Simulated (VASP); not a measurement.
A run of VASP 6.6.1:

Contents of INCAR:

```
SYSTEM = SnO
ALGO     = Normal         ! electronic algorithm
EDIFF    = 1E-7           ! SCF threshold, eV
ENCUT    = 520            ! plane-wave cutoff, eV
GGA      = PE             ! functional
ISIF     = 2              ! what is computed and relaxed
ISMEAR   = 0              ! smearing method
IVDW     = 12             ! dispersion correction
LASPH    = .True.         ! aspherical terms in the spheres
LCHARG   = .False.        ! write CHGCAR
LREAL    = .False.        ! projectors in reciprocal space
LWAVE    = .False.        ! write WAVECAR
NBANDS   = 50             ! bands
NELM     = 60             ! most SCF steps
PREC     = Accurate       ! precision mode
SIGMA    = 0.15           ! smearing width, eV
```

KPOINTS

```
k-points
0
Gamma
  12 12 5
  0 0 0
```

Contents of POSCAR:

```
SnO
1.0
   -3.8370962910      0.0000000000      0.0000000000
    0.0000000000     -3.8370962910      0.0000000000
    0.0000000000      0.0000000000      9.5242595951
Sn O
4 4
Direct
    1.0000000000      0.5000000000      0.1216210734
    1.0000000000      0.5000000000      0.6216210734
    0.5000000000      1.0000000000      0.3783789266
    0.5000000000      1.0000000000      0.8783789266
    0.0000000000      0.0000000000      0.0000000000
    0.0000000000      0.0000000000      0.5000000000
    0.5000000000      0.5000000000      0.0000000000
    0.5000000000      0.5000000000      0.5000000000
```

Potentials or basis: VASP PAW PBE potentials, release 64 (Sn_d, O).

Command:

```sh
$ cat potpaw_PBE.64/Sn_d/POTCAR potpaw_PBE.64/O/POTCAR > POTCAR
$ mpirun -np 1 vasp_std > vasp.out
```

Hardware: 1 thread of Intel(R) Xeon(R) Platinum 8559C (Emerald Rapids), with other jobs on the host.

Task: How long does it take, and how much memory?

Result: Run time: 8.1 min on 1 thread of Intel(R) Xeon(R) Platinum 8559C (Emerald Rapids) (shared host), peak memory 0.54 GiB. Counts: scf iterations 17, k points 84.
